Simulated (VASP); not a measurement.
# AlAs (F-43m) in VASP: a series of runs, part 2 of 4

VASP 6.6.1. The steps go on from the part before.

## (4) Single point, r2SCAN (23.57 Å³/atom)

This run uses another cell than the first one, of 23.57 Å³/atom.

POSCAR

```
AlAs
1.0
    0.0000000000      2.8670351735      2.8670351735
    2.8670351735      0.0000000000      2.8670351735
    2.8670351735      2.8670351735      0.0000000000
Al As
1 1
Direct
    0.0000000000      0.0000000000      0.0000000000
    0.2500000000      0.2500000000      0.2500000000
```

INCAR.step1

```
  PREC = Accurate
  ENCUT = 550
  ISMEAR = 0
  SIGMA = 0.01
  LREAL = F
  LASPH = T
  NELM = 120
  NBANDS = 11
  GGA = PE
  ALGO = Normal
  EDIFF = 1E-5
  LWAVE = T
  LCHARG = F
  GGA_COMPAT = F
```

INCAR.step2

```
  PREC = Accurate
  ENCUT = 550
  EDIFF = 1E-6
  ISMEAR = 0
  SIGMA = 0.01
  LREAL = F
  LASPH = T
  NELM = 120
  ALGO = Normal
  ISIF = 2
  LWAVE = F
  LCHARG = F
  METAGGA = R2SCAN
  LMIXTAU = T
  NBANDS = 11
  ISTART = 1
  GGA_COMPAT = F
```

KPOINTS

```
Automatic mesh
0
Gamma
  6 6 6
```

Potentials or basis: VASP PAW PBE potentials, release 64 (Al, As).

Started as:

```sh
$ cat potpaw_PBE.64/Al/POTCAR potpaw_PBE.64/As/POTCAR > POTCAR
$ cp INCAR.step1 INCAR
$ mpirun -np 1 vasp_std > vasp.out
$ cp INCAR.step2 INCAR
$ mpirun -np 1 vasp_std > vasp.out
```

OUTCAR:

```text
PREC = Accurate
   ENCUT = 550
   EDIFF = 1E-6
   ISMEAR = 0
   LREAL = F
   LASPH = T
   NELM = 120
   ISIF = 2
   METAGGA = R2SCAN
   ISTART = 1

 ion  position               nearest neighbor table
   1  0.000  0.000  0.000-   2 2.48   2 2.48   2 2.48   2 2.48
   2  0.250  0.250  0.250-   1 2.48   1 2.48   1 2.48   1 2.48

  LATTYP: Found a face centered cubic cell.
 ALAT       =     5.7340703470

  Lattice vectors:

 A1 = (   0.0000000000,   2.8670351735,   2.8670351735)
 A2 = (   2.8670351735,   0.0000000000,   2.8670351735)
 A3 = (   2.8670351735,   2.8670351735,   0.0000000000)

Analysis of symmetry for initial positions (statically):
=====================================================================
 Subroutine PRICEL returns:
 Original cell was already a primitive cell.

 Routine SETGRP: Setting up the symmetry group for a
 face centered cubic supercell.

 Subroutine GETGRP returns: Found 24 space group operations
 (whereof 24 operations were pure point group operations)
 out of a pool of 48 trial point group operations.

The static configuration has the point symmetry T_d .

Analysis of symmetry for dynamics (positions and initial velocities):
=====================================================================
 Subroutine PRICEL returns:
 Original cell was already a primitive cell.

 Routine SETGRP: Setting up the symmetry group for a
 face centered cubic supercell.

 Subroutine GETGRP returns: Found 24 space group operations
 (whereof 24 operations were pure point group operations)
 out of a pool of 48 trial point group operations.

The dynamic configuration has the point symmetry T_d .

 Subroutine INISYM returns: Found 24 space group operations
 (whereof 24 operations are pure point group operations),
 and found     1 'primitive' translations

----------------------------------------------------------------------------------------

                                     Primitive cell

  volume of cell :      47.1334

  direct lattice vectors                    reciprocal lattice vectors
     0.000000000  2.867035174  2.867035174    -0.174396186  0.174396186  0.174396186
     2.867035174  0.000000000  2.867035174     0.174396186 -0.174396186  0.174396186
     2.867035174  2.867035174  0.000000000     0.174396186  0.174396186 -0.174396186

  length of vectors
     4.054600026  4.054600026  4.054600026     0.302063055  0.302063055  0.302063055

  position of ions in fractional coordinates (direct lattice)
     0.000000000  0.000000000  0.000000000
     0.250000000  0.250000000  0.250000000

  ion indices of the primitive-cell ions
   primitive index   ion index
                 1           1
                 2           2

----------------------------------------------------------------------------------------

 KPOINTS: Automatic mesh

Automatic generation of k-mesh.
 Grid dimensions read from file:
 generate k-points for:    6    6    6

 Generating k-lattice:

  Cartesian coordinates                     Fractional coordinates (reciprocal lattice)
    -0.029066031  0.029066031  0.029066031     0.166666667  0.000000000  0.000000000
     0.029066031 -0.029066031  0.029066031     0.000000000  0.166666667  0.000000000
     0.029066031  0.029066031 -0.029066031     0.000000000  0.000000000  0.166666667

  Length of vectors
     0.050343843  0.050343843  0.050343843

  Shift w.r.t. Gamma in fractional coordinates (k-lattice)
     0.000000000  0.000000000  0.000000000

 Subroutine IBZKPT returns following result:
 ===========================================

 Found     16 irreducible k-points:

 Following reciprocal coordinates:
            Coordinates               Weight
  0.000000  0.000000  0.000000      1.000000
  0.166667  0.000000  0.000000      8.000000
  0.333333  0.000000  0.000000      8.000000
  0.500000  0.000000  0.000000      4.000000
  0.166667  0.166667  0.000000      6.000000
  0.333333  0.166667  0.000000     24.000000
[... 8 lines left out ...]
 -0.333333  0.333333  0.166667     24.000000
 -0.333333  0.500000  0.166667     12.000000
   k-points           NKPTS =     16   k-points in BZ     NKDIM =     16   number of bands    NBANDS=     11
   number of dos      NEDOS =    301   number of ions     NIONS =      2
   total plane-waves  NPLWV =  32768
   dimension x,y,z NGX =    32 NGY =   32 NGZ =   32
   dimension x,y,z NGXF=    64 NGYF=   64 NGZF=   64
   ions per type =               1   1
   NGX,Y,Z   is equivalent  to a cutoff of  13.12, 13.12, 13.12 a.u.
   NGXF,Y,Z  is equivalent  to a cutoff of  26.24, 26.24, 26.24 a.u.
 SYSTEM =  unknown system
   PREC   = accura    normal or accurate (medium, high low for compatibility)
   ISTART =      1    job   : 0-new  1-cont  2-samecut
   ICHARG =      0    charge: 1-file 2-atom 10-const
   ISPIN  =      1    spin polarized calculation?
   LNONCOLLINEAR =      F non collinear calculations
   LSORBIT =      F    spin-orbit coupling
   LASPH  =      T    aspherical Exc in radial PAW
   ENCUT  =  550.0 eV  40.42 Ry    6.36 a.u.   7.75  7.75  7.75*2*pi/ulx,y,z
   NELM   =    120;   NELMIN=  2; NELMDL=  0     # of ELM steps
   EDIFF  = 0.1E-05   stopping-criterion for ELM
   LREAL  =      F    real-space projection
   EDIFFG = 0.1E-04   stopping-criterion for IOM
   NSW    =      0    number of steps for IOM
   IBRION =     -1    ionic relax: 0-MD 1-quasi-New 2-CG
   NFREE  =      0    steps in history (QN), initial steepest desc. (CG)
   ISIF   =      2    stress and relaxation
   ISYM   =      2    0-nonsym 1-usesym 2-fastsym
   POTIM  = 0.5000    time-step for ionic-motion
   TEBEG  =    0.0;   TEEND  =   0.0 temperature during run
   PSTRESS=    0.0 pullay stress
   NELECT =       8.0000    total number of electrons
   NUPDOWN=      -1.0000    fix difference up-down
   EMIN   =  10.00;   EMAX   =-10.00  energy-range for DOS
   EFERMI =   0.00;   METHOD = LEGACY
   ISMEAR =     0;   SIGMA  =   0.01  broadening in eV -4-tet -1-fermi 0-gaus
   EFERMI_NEDOS =   21; number of points for ismear=-14 and -15
   IALGO  =     38    algorithm
   IMIX   =      4    mixing-type and parameters
     AMIX     =   0.40;   BMIX     =  1.00
     AMIX_MAG =   1.60;   BMIX_MAG =  1.00
  volume/ion in A,a.u.               =      23.57       159.04
  Fermi-wavevector in a.u.,A,eV,Ry     =   0.906418  1.712881 11.178457  0.821593
  Thomas-Fermi vector in A             =   2.030103
   LORBIT       =      0    0 simple, 1 ext, 2 COOP (PROOUT), +10 PAW based schemes
   METAGGA = R2SCAN    functional components
   LHFCALC =     F    Hartree Fock is set to
   AEXX    =    0.0000 exact exchange contribution
   IVDW    =     0    specifies the selected vdW correction
   LEPSILON=     F    determine dielectric tensor
   LRPA    =     F    only Hartree local field effects (RPA)
 non-spin polarized calculation
 Gauss-broadening in eV      SIGMA  =   0.01
  energy-cutoff  :      550.00
  volume of cell :       47.13
 maximum number of plane-waves:      1411
   NGX = 15   NGY = 15   NGZ = 15

 number of electron       8.0000000 magnetization

 Free energy of the ion-electron system (eV)
  ---------------------------------------------------
  ext. energy  EPLUGINS =         0.00000000
  ---------------------------------------------------
  free energy    TOTEN  =       -22.67742636 eV

  energy without entropy =      -22.67742636  energy(sigma->0) =      -22.67742636

 E-fermi :   3.4071     XC(G=0):  -9.2952

 val. band max:        3.3475599543   @ k =   0.0000   0.0000   0.0000
 cond. band min:       5.1937652099   @ k =   0.5000   0.5000   0.0000
 fundamental gap:      1.8462052557
 Fermi energy:         3.4071313204

 k-point     1 :       0.0000    0.0000    0.0000
  band No.  band energies     occupation
      1      -8.7547      2.00000
      2       3.3476      2.00000
      3       3.3476      2.00000
      4       3.3476      2.00000
      5       5.7250      0.00000
      6       7.9832      0.00000
      7       7.9832      0.00000
      8       7.9832      0.00000
      9      12.7900      0.00000
     10      12.7900      0.00000
     11      12.8544      0.00000
[... 197 lines left out ...]
 k-point    16 :      -0.3333    0.5000    0.1667
  band No.  band energies     occupation
      1      -6.7941      2.00000
      2      -1.8265      2.00000
      3       0.4628      2.00000
      4       0.7218      2.00000
      5       6.8994      0.00000
      6       7.8238      0.00000
      7      10.9193      0.00000
      8      11.5909      0.00000
      9      14.4858      0.00000
     10      16.0778      0.00000
     11      16.5305      0.00000

------------------------ aborting loop because EDIFF is reached ----------------------------------------

  FORCE on cell =-STRESS in cart. coord.  units (eV):
  Direction    XX          YY          ZZ          XY          YZ          ZX
  --------------------------------------------------------------------------------------
  -------------------------------------------------------------------------------------
  Total       -0.6320331     -0.6320331     -0.6320331     -0.0000000     -0.0000000      0.0000000
  in kB      -21.4843076    -21.4843076    -21.4843076     -0.0000000     -0.0000000      0.0000000
  external PRESSURE =     -21.4843076 kB  Pullay stress =       0.0000000 kB

 VOLUME and BASIS-vectors are now :
 -----------------------------------------------------------------------------
  energy-cutoff  :      550.00
  volume of cell :       47.13
      direct lattice vectors                 reciprocal lattice vectors
     0.000000000  2.867035174  2.867035174    -0.174396186  0.174396186  0.174396186
     2.867035174  0.000000000  2.867035174     0.174396186 -0.174396186  0.174396186
     2.867035174  2.867035174  0.000000000     0.174396186  0.174396186 -0.174396186

 POSITION                                       TOTAL-FORCE (eV/Angst)
 -----------------------------------------------------------------------------------
      0.00000      0.00000      0.00000        -0.000000      0.000000     -0.000000
      1.43352      1.43352      1.43352         0.000000     -0.000000      0.000000
 -----------------------------------------------------------------------------------
    total drift:                                0.000000      0.000000      0.000000

  FREE ENERGIE OF THE ION-ELECTRON SYSTEM (eV)
  ---------------------------------------------------
  free  energy   TOTEN  =       -22.6774263640 eV

  energy  without entropy=      -22.6774263640  energy(sigma->0) =      -22.67742636
```

OUTCAR.step1:

```text
PREC = Accurate
   ENCUT = 550
   ISMEAR = 0
   LREAL = F
   LASPH = T
[... 433 lines left out ...]
 -----------------------------------------------------------------------------------
      0.00000      0.00000      0.00000         0.000000      0.000000      0.000000
      1.43352      1.43352      1.43352        -0.000000     -0.000000     -0.000000
 -----------------------------------------------------------------------------------
    total drift:                                0.000000      0.000000      0.000000

  FREE ENERGIE OF THE ION-ELECTRON SYSTEM (eV)
  ---------------------------------------------------
  free  energy   TOTEN  =        -9.3777623260 eV

  energy  without entropy=       -9.3777623260  energy(sigma->0) =       -9.37776233
```

It took 64 s on 1 thread of Intel Xeon 8259CL, shared host; peak memory 0.18 GiB.

What came out:

```yaml
Free_energy: -22.6774 eV
Pressure: -2.1 GPa
Band_gap_on_the_k_mesh: 1.85 eV (least direct gap 2.38 eV)
```

Caveat: the PAW data sets were made with another functional, which shifts forces and pressure a little.

[end of part 2 of 4]
